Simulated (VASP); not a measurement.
# SiNi3 (P4/mmm) in VASP: further runs, part 2 of 2

VASP 6.6.1. Earlier steps stand in the parts before.

**3. Single point, PBEsol**

This run uses another cell than the first one, of the same volume but with other edges.

INCAR reads:

```
PREC = Accurate
ENCUT = 520
EDIFF = 1E-6
ISMEAR = 0
SIGMA = 0.15
LREAL = False
LASPH = True
NELM = 100
ALGO = Fast
ISIF = 2
LWAVE = False
LCHARG = False
GGA = PS
NBANDS = 25
```

KPOINTS reads:

```
regular mesh
0
Gamma
  16 16 16
```

POSCAR reads:

```
SiNi3
1.0
    3.0837746323      0.0000000000      0.0000000000
    0.0000000000      3.0837746323      0.0000000000
    0.0000000000      0.0000000000      4.3604573301
Si Ni
1 3
Direct
    0.0000000000      0.0000000000      0.0000000000
    0.0000000000      0.5000000000      0.5000000000
    0.5000000000      0.0000000000      0.5000000000
    0.5000000000      0.5000000000      0.0000000000
```

Potentials or basis: VASP PAW PBE potentials, release 64 (Si, Ni).

Started as:

```bash
$ cat potpaw_PBE.64/Si/POTCAR potpaw_PBE.64/Ni/POTCAR > POTCAR
$ mpirun -np 1 vasp_std > vasp.out
```

OUTCAR:

```text
PREC = Accurate
   ENCUT = 520
   EDIFF = 1E-6
   ISMEAR = 0
   LREAL = False
   LASPH = True
   NELM = 100
   ISIF = 2
   GGA = PS

 ion  position               nearest neighbor table
   1  0.000  0.000  0.000-   4 2.18   4 2.18   4 2.18   4 2.18   3 2.67   2 2.67   3 2.67   2 2.67
                             3 2.67   2 2.67   3 2.67   2 2.67
   2  0.000  0.500  0.500-   3 2.18   3 2.18   3 2.18   3 2.18   4 2.67   1 2.67   1 2.67   1 2.67
                             4 2.67   4 2.67   4 2.67   1 2.67
   3  0.500  0.000  0.500-   2 2.18   2 2.18   2 2.18   2 2.18   4 2.67   1 2.67   4 2.67   4 2.67
                             1 2.67   4 2.67   1 2.67   1 2.67
   4  0.500  0.500  0.000-   1 2.18   1 2.18   1 2.18   1 2.18   3 2.67   2 2.67   3 2.67   3 2.67
                             3 2.67   2 2.67   2 2.67   2 2.67

  LATTYP: Found a simple tetragonal cell.
 ALAT       =     3.0837746323
 C/A-ratio  =     1.4140000000

  Lattice vectors:

 A1 = (   3.0837746323,   0.0000000000,   0.0000000000)
 A2 = (   0.0000000000,   3.0837746323,   0.0000000000)
 A3 = (   0.0000000000,   0.0000000000,   4.3604573301)

Analysis of symmetry for initial positions (statically):
=====================================================================
 Subroutine PRICEL returns:
 Original cell was already a primitive cell.

 Routine SETGRP: Setting up the symmetry group for a
 simple tetragonal supercell.

 Subroutine GETGRP returns: Found 16 space group operations
 (whereof 16 operations were pure point group operations)
 out of a pool of 16 trial point group operations.

The static configuration has the point symmetry D_4h.

Analysis of symmetry for dynamics (positions and initial velocities):
=====================================================================
 Subroutine PRICEL returns:
 Original cell was already a primitive cell.

 Routine SETGRP: Setting up the symmetry group for a
 simple tetragonal supercell.

 Subroutine GETGRP returns: Found 16 space group operations
[... 123 lines left out ...]
   EFERMI_NEDOS =   21; number of points for ismear=-14 and -15
   IALGO  =     68    algorithm
   IMIX   =      4    mixing-type and parameters
     AMIX     =   0.40;   BMIX     =  1.00
     AMIX_MAG =   1.60;   BMIX_MAG =  1.00
  volume/ion in A,a.u.               =      10.37        69.96
  Fermi-wavevector in a.u.,A,eV,Ry     =   1.532270  2.895571 31.944467  2.347852
  Thomas-Fermi vector in A             =   2.639499
   LORBIT       =      0    0 simple, 1 ext, 2 COOP (PROOUT), +10 PAW based schemes
   GGA     = PS    functional components
   LHFCALC =     F    Hartree Fock is set to
   AEXX    =    0.0000 exact exchange contribution
   IVDW    =     0    specifies the selected vdW correction
   LEPSILON=     F    determine dielectric tensor
   LRPA    =     F    only Hartree local field effects (RPA)
 non-spin polarized calculation
 RMM-DIIS sequential band-by-band and
 Gauss-broadening in eV      SIGMA  =   0.15
  energy-cutoff  :      520.00
  volume of cell :       41.47
 maximum number of plane-waves:      1136
 NGX is ok and might be reduce to    24

 number of electron      34.0000042 magnetization

 Free energy of the ion-electron system (eV)
  ---------------------------------------------------
  ext. energy  EPLUGINS =         0.00000000
  ---------------------------------------------------
  free energy    TOTEN  =       -23.92862293 eV

  energy without entropy =      -23.88673576  energy(sigma->0) =      -23.90767935

 E-fermi :  11.3965     XC(G=0): -13.4150

 val. band max:       11.3956491173   @ k =   0.3750   0.1875   0.3125
 cond. band min:      11.3978814148   @ k =   0.5000   0.1250   0.5000
 fundamental gap:      0.0022322974
 Fermi energy:        11.3964597849

 k-point     1 :       0.0000    0.0000    0.0000
  band No.  band energies     occupation
      1      -1.3213      2.00000
      2       5.3582      2.00000
      3       6.4201      2.00000
      4       6.7925      2.00000
      5       6.8116      2.00000
      6       7.2421      2.00000
[... 661 lines left out ...]
     24      21.7732      0.00000
     25      22.5692      0.00000

 [... further k-points ...]
[... 5 lines left out ...]
  --------------------------------------------------------------------------------------
  -------------------------------------------------------------------------------------
  Total       12.1341098     12.1341098     -8.8096303      0.0000000      0.0000000     -0.0000000
  in kB      468.8362676    468.8362676   -340.3854286      0.0000000      0.0000000     -0.0000000
  external PRESSURE =     199.0957022 kB  Pullay stress =       0.0000000 kB

 VOLUME and BASIS-vectors are now :
 -----------------------------------------------------------------------------
  energy-cutoff  :      520.00
  volume of cell :       41.47
      direct lattice vectors                 reciprocal lattice vectors
     3.083774632  0.000000000  0.000000000     0.324277912  0.000000000  0.000000000
     0.000000000  3.083774632  0.000000000     0.000000000  0.324277912  0.000000000
     0.000000000  0.000000000  4.360457330     0.000000000  0.000000000  0.229333743

 POSITION                                       TOTAL-FORCE (eV/Angst)
 -----------------------------------------------------------------------------------
      0.00000      0.00000      0.00000         0.000000      0.000000      0.000000
      0.00000      1.54189      2.18023         0.000000      0.000000      0.000000
      1.54189      0.00000      2.18023         0.000000      0.000000      0.000000
      1.54189      1.54189      0.00000         0.000000      0.000000      0.000000
 -----------------------------------------------------------------------------------
    total drift:                                0.000000     -0.000000     -0.000000

  FREE ENERGIE OF THE ION-ELECTRON SYSTEM (eV)
  ---------------------------------------------------
  free  energy   TOTEN  =       -23.9286229330 eV

  energy  without entropy=      -23.8867357630  energy(sigma->0) =      -23.90767935
```

stdout:

```text
POSCAR found type information on POSCAR SiNi
 POSCAR found :  2 types and       4 ions
 scaLAPACK will be used
 -----------------------------------------------------------------------------
|                                                                             |
|                                                                             |
|     You enforced a specific xc type in the INCAR file but a different       |
|     I HOPE YOU KNOW WHAT YOU ARE DOING!                                     |
|                                                                             |
 -----------------------------------------------------------------------------

 LDA part: xc-table for (Slater+PW92), standard interpolation
 POSCAR, INCAR and KPOINTS ok, starting setup
 FFT: planning ... GRIDC
 FFT: planning ... GRID_SOFT
 FFT: planning ... GRID
 WAVECAR not read
 entering main loop
```

Run time: 2.1 min. Hardware: 1 thread of Intel Xeon 6975P-C (Granite Rapids), shared host; peak memory 0.42 GiB.

What came out:

| Quantity | Value |
| --- | --- |
| Free energy | -23.9286 eV |
| Pressure | 19.9 GPa |
| Band gap on the k mesh | zero (band 17 reaches 12.47 eV, above the bottom of band 18 at 11.04 eV) |

Caveat: the PAW data sets were made with another functional, which shifts forces and pressure a little.

**4. Single point, PBEsol**

This run uses another cell than the first one, of the same volume but with other edges.

INCAR reads:

```
SYSTEM = SiNi3
PREC = Accurate
ENCUT = 520
EDIFF = 1E-7
ISMEAR = 0
SIGMA = 0.15
LREAL = .FALSE.
LASPH = .TRUE.
NELM = 100
ALGO = Fast
ISIF = 2
LWAVE = .FALSE.
LCHARG = .TRUE.
GGA = PS
LELF = .TRUE.
LVHAR = .TRUE.
NBANDS = 25
```

KPOINTS reads:

```
Automatic mesh
0
G
  16 16 16
  0 0 0
```

POSCAR reads:

```
SiNi3
1.0
    3.6539235749      0.0000000000      0.0000000000
    0.0000000000      3.6539235749      0.0000000000
    0.0000000000      0.0000000000      3.1058350387
Si Ni
1 3
Direct
    0.0000000000      0.0000000000      0.0000000000
    0.0000000000      0.5000000000      0.5000000000
    0.5000000000      0.0000000000      0.5000000000
    0.5000000000      0.5000000000      0.0000000000
```

Started as:

```bash
$ cat potpaw_PBE.64/Si/POTCAR potpaw_PBE.64/Ni/POTCAR > POTCAR
$ mpirun -np 1 vasp_std > vasp.out
```

Run time: 2.8 min. Hardware: 1 thread of Intel Xeon 6975P-C (Granite Rapids), shared host; peak memory 0.43 GiB.

Results (log left out):

- Free energy: -26.0199 eV
- Pressure: 1.7 GPa
- Band gap on the k mesh: zero (band 17 reaches 11.50 eV, above the bottom of band 18 at 10.73 eV)

Stress tensor (GPa, compression positive):
```
-3.63  0.00  0.00
 0.00 -3.63  0.00
 0.00  0.00 12.36
```

Levels at points of the mesh, in eV from the Fermi level:
| k point | band 15 | band 16 | band 17 | band 18 | band 19 | band 20 |
| --- | --- | --- | --- | --- | --- | --- |
| (0.00, 0.00, 0.00) | -0.42 | -0.42 | 0.18 | 0.18 | 1.47 | 4.37 |
| (0.50, 0.00, 0.00) | -1.10 | -0.56 | 0.17 | 2.48 | 4.23 | 4.39 |
| (0.50, 0.50, 0.00) | -1.48 | -1.27 | -1.13 | 0.20 | 0.20 | 6.77 |
| (0.00, 0.00, 0.50) | -0.99 | -0.83 | -0.47 | 4.19 | 4.19 | 4.65 |
| (0.50, 0.00, 0.50) | -1.02 | -0.99 | -0.96 | 0.76 | 0.84 | 5.53 |
| (0.50, 0.50, 0.50) | -0.99 | -0.48 | -0.44 | -0.44 | 0.03 | 1.40 |

Caveat: the PAW data sets were made with another functional, which shifts forces and pressure a little. Spin polarisation is off, so any magnetic state and its effect on volume and gap are missing.

**5. Single point, PBEsol**

This run uses another cell than the first one, of the same volume but with other edges.

INCAR reads:

```
SYSTEM = SiNi3
  ALGO = Fast
  EDIFF = 1E-6
  ENCUT = 520
  GGA = PS
  ISIF = 2
  ISMEAR = 0
  LASPH = .True.
  LCHARG = .False.
  LREAL = .False.
  LWAVE = .False.
  NBANDS = 25
  NELM = 100
  PREC = Accurate
  SIGMA = 0.15
```

KPOINTS reads:

```
k-points
0
Gamma
  16 16 16
  0 0 0
```

POSCAR reads:

```
SiNi3
1.0
    3.2571569495      0.0000000000      0.0000000000
    0.0000000000      3.2571569495      0.0000000000
    0.0000000000      0.0000000000      3.9085883394
Si Ni
1 3
Direct
    0.0000000000      0.0000000000      0.0000000000
    0.0000000000      0.5000000000      0.5000000000
    0.5000000000      0.0000000000      0.5000000000
    0.5000000000      0.5000000000      0.0000000000
```

Started as:

```bash
$ cat potpaw_PBE.64/Si/POTCAR potpaw_PBE.64/Ni/POTCAR > POTCAR
$ mpirun -np 1 vasp_std > vasp.out
```

Run time: 2.6 min. Hardware: 1 thread of Intel Xeon 6975P-C (Granite Rapids), shared host; peak memory 0.42 GiB.

The run converged. Its results:

```
Free energy            : -25.6863 eV
Pressure               : 4.6 GPa
Band gap on the k mesh : zero (band 17 reaches 11.82 eV, above the bottom of band 18 at 10.95 eV)
```

Stress tensor (GPa, compression positive):
```
 18.55   0.00   0.00
  0.00  18.55   0.00
  0.00   0.00 -23.38
```

Levels at points of the mesh, in eV from the Fermi level:
```csv
k point,band 13,band 14,band 15,band 16,band 17,band 18,band 19,band 20,band 21,band 22
"(0.00, 0.00, 0.00)",-0.50,-0.38,-0.38,-0.14,0.19,0.19,0.59,3.58,7.00,7.41
"(0.50, 0.00, 0.00)",-1.55,-1.22,-1.15,-1.05,-0.41,3.01,3.56,3.64,5.17,6.13
"(0.50, 0.50, 0.00)",-1.25,-1.25,-1.19,-0.77,-0.67,0.86,0.86,4.91,5.29,6.52
"(0.00, 0.00, 0.50)",-1.20,-0.97,-0.97,-0.14,0.59,3.21,3.21,6.18,6.18,6.44
"(0.50, 0.00, 0.50)",-1.43,-1.35,-1.33,-1.22,-1.17,0.35,0.37,6.40,7.18,7.98
"(0.50, 0.50, 0.50)",-1.30,-1.30,-0.80,-0.52,-0.42,-0.24,-0.24,1.37,3.34,4.63
```

Caveat: the PAW data sets were made with another functional, which shifts forces and pressure a little. Spin polarisation is off, so any magnetic state and its effect on volume and gap are missing.

**6. Overview**

```tsv
cell	further INCAR settings	gap on the mesh (eV)	pressure (GPa)
a = 3.885, b = 3.885, c = 2.747 Å, 4 atoms	ALGO = Fast; EDIFF = 1e-06; NBANDS = 25	none	3.3
a = 3.084, b = 3.084, c = 4.360 Å, 4 atoms	ALGO = Fast; EDIFF = 1e-06; NBANDS = 25	none	19.9
a = 3.654, b = 3.654, c = 3.106 Å, 4 atoms	ALGO = Fast; EDIFF = 1e-07; NBANDS = 25	none	1.7
a = 3.257, b = 3.257, c = 3.909 Å, 4 atoms	ALGO = Fast; EDIFF = 1e-06; NBANDS = 25	none	4.6
```

Alike in all rows: task single point; level PBEsol; potentials or basis VASP PAW PBE potentials, release 64 (Si, Ni); no spin polarisation; k mesh 16 × 16 × 16; cutoff (eV) 520; smearing gaussian 0.15 eV.

Caveats: the PAW data sets were made with another functional, which shifts forces and pressure a little.

Absolute energies hang on the potentials; compare differences alone.
